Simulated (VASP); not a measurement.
# TiAl (P-6m2) in VASP: further runs

TiAl is run at these levels: LDA; tasks: single point.

All numbers are computed with VASP 6.6.1; they aren't measurements. Logs are shortened: lines on timing, memory, paths and dates and some standing lists are left out, and cuts for length are marked.

### Step 1. The cell of the first run

The structure is hexagonal, space group P-6m2 (No. 187). Conventional cell: a = 2.812 Å, b = 2.812 Å, c = 4.590 Å, α = 90.00°, β = 90.00°, γ = 120.00°. Ti (site symmetry -6m2) has 6 Al at 2.81 Å and 6 Ti at 2.81 Å within 3.7 Å. Within 3.7 Å of Al (site symmetry -6m2) lie 6 Ti at 2.81 Å and 6 Al at 2.81 Å.

### Step 2. Single point, LDA, collinear spin (15.72 Å³/atom)

INCAR reads:

```
SYSTEM = TiAl
PREC     = Accurate       ! precision mode
ENCUT    = 520            ! plane-wave cutoff, eV
EDIFF    = 1E-7           ! SCF threshold, eV
ISMEAR   = 0              ! smearing method
SIGMA    = 0.15           ! smearing width, eV
LREAL    = .FALSE.        ! projectors in reciprocal space
LASPH    = .TRUE.         ! aspherical terms in the spheres
NELM     = 150            ! most SCF steps
ALGO     = Fast           ! electronic algorithm
ISIF     = 2              ! what is computed and relaxed
LWAVE    = .FALSE.        ! write WAVECAR
LCHARG   = .FALSE.        ! write CHGCAR
ISPIN    = 2              ! spin polarisation
MAGMOM   = 0.125 0        ! initial moments
LORBIT   = 11             ! projections on sites
NUPDOWN  = 0.125          ! fixed moment
LMAXMIX  = 4              ! l up to which the mixer works
NBANDS   = 18             ! bands
```

KPOINTS reads:

```
regular mesh
0
G
  21 21 12
  0 0 0
```

POSCAR reads:

```
TiAl
1.0
    2.8120068102      0.0000000000      0.0000000000
   -1.4060034051      2.4352693333      0.0000000000
    0.0000000000      0.0000000000      4.5900455634
Ti Al
1 1
Direct
    0.0000000000      0.0000000000      0.0000000000
    0.3333333333      0.6666666667      0.5000000000
```

Potentials or basis: VASP PAW LDA potentials, release 64 (Ti_sv, Al).

Run with:

```sh
$ cat potpaw_LDA.64/Ti_sv/POTCAR potpaw_LDA.64/Al/POTCAR > POTCAR
$ mpirun -np 1 vasp_std > vasp.out
```

OUTCAR:

```text
SYSTEM = TiAl
   PREC = Accurate
   ENCUT = 520
   EDIFF = 1E-7
   ISMEAR = 0
   LREAL = .FALSE.
   LASPH = .TRUE.
   NELM = 150
   ISIF = 2
   ISPIN = 2
   LORBIT = 11
   NUPDOWN = 0.125

 ion  position               nearest neighbor table
   1  0.000  0.000  0.000-   2 2.81   2 2.81   2 2.81   2 2.81   2 2.81   2 2.81
   2  0.333  0.667  0.500-   1 2.81   1 2.81   1 2.81   1 2.81   1 2.81   1 2.81

  LATTYP: Found a hexagonal cell.
 ALAT       =     2.8120068102
 C/A-ratio  =     1.6323024350

  Lattice vectors:

 A1 = (   2.8120068102,   0.0000000000,   0.0000000000)
 A2 = (  -1.4060034051,   2.4352693333,   0.0000000000)
 A3 = (   0.0000000000,   0.0000000000,   4.5900455634)

Analysis of symmetry for initial positions (statically):
=====================================================================
 Subroutine PRICEL returns:
 Original cell was already a primitive cell.

 Routine SETGRP: Setting up the symmetry group for a
 hexagonal supercell.

 Subroutine GETGRP returns: Found 12 space group operations
 (whereof 12 operations were pure point group operations)
 out of a pool of 24 trial point group operations.

The static configuration has the point symmetry D_3h.

Analysis of symmetry for dynamics (positions and initial velocities):
=====================================================================
 Subroutine PRICEL returns:
 Original cell was already a primitive cell.

 Routine SETGRP: Setting up the symmetry group for a
 hexagonal supercell.

 Subroutine GETGRP returns: Found 12 space group operations
 (whereof 12 operations were pure point group operations)
 out of a pool of 24 trial point group operations.

The dynamic configuration has the point symmetry D_3h.

Analysis of structural, dynamic, and magnetic symmetry:
=====================================================================
 Subroutine PRICEL returns:
 Original cell was already a primitive cell.

 Routine SETGRP: Setting up the symmetry group for a
 hexagonal supercell.

 Subroutine GETGRP returns: Found 12 space group operations
 (whereof 12 operations were pure point group operations)
 out of a pool of 24 trial point group operations.

The overall configuration has the point symmetry D_3h.

 Subroutine INISYM returns: Found 12 space group operations
 (whereof 12 operations are pure point group operations),
 and found     1 'primitive' translations

----------------------------------------------------------------------------------------

                                     Primitive cell

  volume of cell :      31.4326

  direct lattice vectors                    reciprocal lattice vectors
     2.812006810  0.000000000  0.000000000     0.355617915  0.205316099  0.000000000
    -1.406003405  2.435269333  0.000000000     0.000000000  0.410632198  0.000000000
     0.000000000  0.000000000  4.590045563     0.000000000  0.000000000  0.217862761

  length of vectors
     2.812006810  2.812006810  4.590045563     0.410632198  0.410632198  0.217862761

  position of ions in fractional coordinates (direct lattice)
     0.000000000  0.000000000  0.000000000
     0.333333333  0.666666667  0.500000000

  ion indices of the primitive-cell ions
   primitive index   ion index
                 1           1
                 2           2

----------------------------------------------------------------------------------------

 KPOINTS: regular mesh

Automatic generation of k-mesh.
 Grid dimensions read from file:
 generate k-points for:   21   21   12

 Generating k-lattice:

  Cartesian coordinates                     Fractional coordinates (reciprocal lattice)
     0.016934186  0.009776957  0.000000000     0.047619048 -0.000000000  0.000000000
     0.000000000  0.019553914  0.000000000     0.000000000  0.047619048  0.000000000
     0.000000000  0.000000000  0.018155230     0.000000000  0.000000000  0.083333333

  Length of vectors
     0.019553914  0.019553914  0.018155230

  Shift w.r.t. Gamma in fractional coordinates (k-lattice)
     0.000000000  0.000000000  0.000000000

 Subroutine IBZKPT returns following result:
 ===========================================

 Found    336 irreducible k-points:

 Following reciprocal coordinates:
            Coordinates               Weight
  0.000000  0.000000  0.000000      1.000000
  0.047619 -0.000000  0.000000      6.000000
  0.095238  0.000000  0.000000      6.000000
  0.142857  0.000000  0.000000      6.000000
  0.190476  0.000000  0.000000      6.000000
  0.238095  0.000000  0.000000      6.000000
[... 16 lines left out ...]
  0.142857  0.095238  0.000000     12.000000
  0.190476  0.095238  0.000000     12.000000
 [... further k-points ...]
   k-points           NKPTS =    336   k-points in BZ     NKDIM =    336   number of bands    NBANDS=     18
   number of dos      NEDOS =    301   number of ions     NIONS =      2
   total plane-waves  NPLWV =  20736
   dimension x,y,z NGX =    24 NGY =   24 NGZ =   36
   dimension x,y,z NGXF=    48 NGYF=   48 NGZF=   72
   ions per type =               1   1
   NGX,Y,Z   is equivalent  to a cutoff of  14.19, 14.19, 13.04 a.u.
   NGXF,Y,Z  is equivalent  to a cutoff of  28.38, 28.38, 26.08 a.u.
 SYSTEM =  TiAl
   PREC   = accura    normal or accurate (medium, high low for compatibility)
   ISTART =      0    job   : 0-new  1-cont  2-samecut
   ICHARG =      2    charge: 1-file 2-atom 10-const
   ISPIN  =      2    spin polarized calculation?
   LNONCOLLINEAR =      F non collinear calculations
   LSORBIT =      F    spin-orbit coupling
   LASPH  =      T    aspherical Exc in radial PAW
   ENCUT  =  520.0 eV  38.22 Ry    6.18 a.u.   5.23  5.23  8.53*2*pi/ulx,y,z
   NELM   =    150;   NELMIN=  2; NELMDL= -5     # of ELM steps
   EDIFF  = 0.1E-06   stopping-criterion for ELM
   LREAL  =      F    real-space projection
   EDIFFG = 0.1E-05   stopping-criterion for IOM
   NSW    =      0    number of steps for IOM
   IBRION =     -1    ionic relax: 0-MD 1-quasi-New 2-CG
   NFREE  =      0    steps in history (QN), initial steepest desc. (CG)
   ISIF   =      2    stress and relaxation
   ISYM   =      2    0-nonsym 1-usesym 2-fastsym
   POTIM  = 0.5000    time-step for ionic-motion
   TEBEG  =    0.0;   TEEND  =   0.0 temperature during run
   PSTRESS=    0.0 pullay stress
   NELECT =      15.0000    total number of electrons
   NUPDOWN=       0.1250    fix difference up-down
   EMIN   =  10.00;   EMAX   =-10.00  energy-range for DOS
   EFERMI =   0.00;   METHOD = LEGACY
   ISMEAR =     0;   SIGMA  =   0.15  broadening in eV -4-tet -1-fermi 0-gaus
   EFERMI_NEDOS =   21; number of points for ismear=-14 and -15
   IALGO  =     68    algorithm
   IMIX   =      4    mixing-type and parameters
     AMIX     =   0.40;   BMIX     =  1.00
     AMIX_MAG =   1.60;   BMIX_MAG =  1.00
  volume/ion in A,a.u.               =      15.72       106.06
  Fermi-wavevector in a.u.,A,eV,Ry     =   1.279318  2.417560 22.268032  1.636654
  Thomas-Fermi vector in A             =   2.411810
   LORBIT       =     11    0 simple, 1 ext, 2 COOP (PROOUT), +10 PAW based schemes
   GGA     = CA    functional components
   LHFCALC =     F    Hartree Fock is set to
   AEXX    =    0.0000 exact exchange contribution
   IVDW    =     0    specifies the selected vdW correction
   LEPSILON=     F    determine dielectric tensor
   LRPA    =     F    only Hartree local field effects (RPA)
 spin polarized calculation
 RMM-DIIS sequential band-by-band and
 Gauss-broadening in eV      SIGMA  =   0.15
  energy-cutoff  :      520.00
  volume of cell :       31.43
 maximum number of plane-waves:       860
 NGX is ok and might be reduce to    24
   NGX = 11   NGY = 11   NGZ = 17

 number of electron      15.0000004 magnetization       0.1250000

 Free energy of the ion-electron system (eV)
  ---------------------------------------------------
  ext. energy  EPLUGINS =         0.00000000
  ---------------------------------------------------
  free energy    TOTEN  =       -13.26141841 eV

  energy without entropy =      -13.23323055  energy(sigma->0) =      -13.24732448

 E-fermi :   8.2414     XC(G=0): -11.4035

 val. band max:        8.2744115362   @ k =   0.1905   0.0476   0.5000
 cond. band min:       8.2459609365   @ k =   0.3333   0.0476   0.3333
 fundamental gap:     -0.0284505996
 Fermi energy:         8.2772474492

 spin component 1

 k-point     1 :       0.0000    0.0000    0.0000
  band No.  band energies     occupation
      1     -47.4848      1.00000
      2     -24.1996      1.00000
      3     -23.7053      1.00000
      4     -23.7053      1.00000
      5      -0.9401      1.00000
      6       5.8614      1.00000
[... 10 lines left out ...]
     17      22.7327      0.00000
     18      26.0538      0.00000

 k-point     2 :       0.0476   -0.0000    0.0000
  band No.  band energies     occupation
      1     -47.4820      1.00000
      2     -24.1970      1.00000
      3     -23.7217      1.00000
      4     -23.7089      1.00000
      5      -0.8814      1.00000
      6       5.9272      1.00000
[... 10 lines left out ...]
     17      23.5763      0.00000
     18      25.9202      0.00000

 k-point     3 :       0.0952    0.0000    0.0000
  band No.  band energies     occupation
      1     -47.4739      1.00000
      2     -24.1892      1.00000
      3     -23.7695      1.00000
      4     -23.7196      1.00000
      5      -0.7059      1.00000
      6       6.1185      1.00000
[... 412 lines left out ...]
 k-point    23 :       0.1429    0.0952    0.0000
  band No.  band energies     occupation
      1     -47.4385      1.00000
      2     -24.1554      1.00000
      3     -23.9660      1.00000
      4     -23.7754      1.00000
      5       0.1549      1.00000
      6       6.4897      1.00000
[... 10 lines left out ...]
     17      24.4826      0.00000
     18      24.5710      0.00000

 k-point    24 :       0.1905    0.0952    0.0000
  band No.  band energies     occupation
      1     -47.4209      1.00000
      2     -24.1386      1.00000
      3     -24.0601      1.00000
      4     -23.8040      1.00000
      5       0.6593      1.00000
      6       6.5162      1.00000
[... 10 lines left out ...]
     17      23.9105      0.00000
     18      25.1810      0.00000

 [... further k-points ...]

 spin component 2

 k-point     1 :       0.0000    0.0000    0.0000
  band No.  band energies     occupation
      1     -47.4266      1.00000
      2     -24.1467      1.00000
      3     -23.6447      1.00000
      4     -23.6447      1.00000
      5      -0.9078      1.00000
      6       5.9342      1.00000
[... 10 lines left out ...]
     17      22.7998      0.00000
     18      25.9423      0.00000

 k-point     2 :       0.0476   -0.0000    0.0000
  band No.  band energies     occupation
      1     -47.4238      1.00000
      2     -24.1440      1.00000
      3     -23.6612      1.00000
      4     -23.6484      1.00000
      5      -0.8491      1.00000
      6       6.0000      1.00000
[... 10 lines left out ...]
     17      23.6255      0.00000
     18      25.9584      0.00000

 k-point     3 :       0.0952    0.0000    0.0000
  band No.  band energies     occupation
      1     -47.4157      1.00000
      2     -24.1363      1.00000
      3     -23.7089      1.00000
      4     -23.6591      1.00000
      5      -0.6737      1.00000
      6       6.1911      1.00000
[... 412 lines left out ...]
 k-point    23 :       0.1429    0.0952    0.0000
  band No.  band energies     occupation
      1     -47.3803      1.00000
      2     -24.1025      1.00000
      3     -23.9051      1.00000
      4     -23.7148      1.00000
      5       0.1868      1.00000
      6       6.5315      1.00000
[... 10 lines left out ...]
     17      24.5162      0.00000
     18      24.6083      0.00000

 k-point    24 :       0.1905    0.0952    0.0000
  band No.  band energies     occupation
      1     -47.3627      1.00000
      2     -24.0857      1.00000
      3     -23.9990      1.00000
      4     -23.7433      1.00000
      5       0.6911      1.00000
      6       6.5591      1.00000
[... 10 lines left out ...]
     17      23.9483      0.00000
     18      25.2461      0.00000

 [... further k-points ...]

------------------------ aborting loop because EDIFF is reached ----------------------------------------

  FORCE on cell =-STRESS in cart. coord.  units (eV):
  Direction    XX          YY          ZZ          XY          YZ          ZX
  --------------------------------------------------------------------------------------
  -------------------------------------------------------------------------------------
  Total        0.0336196      0.0336196      0.0021627      0.0000000      0.0000000     -0.0000000
  in kB        1.7136548      1.7136548      0.1102386      0.0000000      0.0000000     -0.0000000
  external PRESSURE =       1.1791828 kB  Pullay stress =       0.0000000 kB

 VOLUME and BASIS-vectors are now :
 -----------------------------------------------------------------------------
  energy-cutoff  :      520.00
  volume of cell :       31.43
      direct lattice vectors                 reciprocal lattice vectors
     2.812006810  0.000000000  0.000000000     0.355617915  0.205316099  0.000000000
    -1.406003405  2.435269333  0.000000000     0.000000000  0.410632198  0.000000000
     0.000000000  0.000000000  4.590045563     0.000000000  0.000000000  0.217862761

 POSITION                                       TOTAL-FORCE (eV/Angst)
 -----------------------------------------------------------------------------------
      0.00000      0.00000      0.00000         0.000000      0.000000      0.000000
     -0.00000      1.62351      2.29502        -0.000000      0.000000      0.000000
 -----------------------------------------------------------------------------------
    total drift:                                0.000000     -0.000000      0.000000

  FREE ENERGIE OF THE ION-ELECTRON SYSTEM (eV)
  ---------------------------------------------------
  free  energy   TOTEN  =       -13.2614184099 eV

  energy  without entropy=      -13.2332305522  energy(sigma->0) =      -13.24732448

 total charge

# of ion       s       p       d       tot
------------------------------------------
    1        2.231   6.142   1.980  10.354
    2        0.440   0.402   0.000   0.842
--------------------------------------------------
tot          2.671   6.544   1.980  11.196

 magnetization (x)

# of ion       s       p       d       tot
------------------------------------------
    1        0.001   0.008   0.063   0.072
    2        0.001   0.003   0.000   0.004
--------------------------------------------------
tot          0.002   0.011   0.063   0.076
```

Run time: 5.6 min. Hardware: 1 thread of AMD EPYC 9R45 (Zen 5), shared host; peak memory 0.34 GiB.

What came out:

| Quantity | Value |
| --- | --- |
| Free energy | -13.2614 eV |
| Pressure | 0.1 GPa |
| Net moment | 0.12 μB per cell |
| Site moments | Ti +0.07; Al +0.00 μB |
| Valence electrons inside the program's atomic spheres | Ti 10.35; Al 0.84 |

Caveat: the total moment is fixed, so each spin has its own Fermi level and the state may be an excited one.

[end of part 1 of 3]
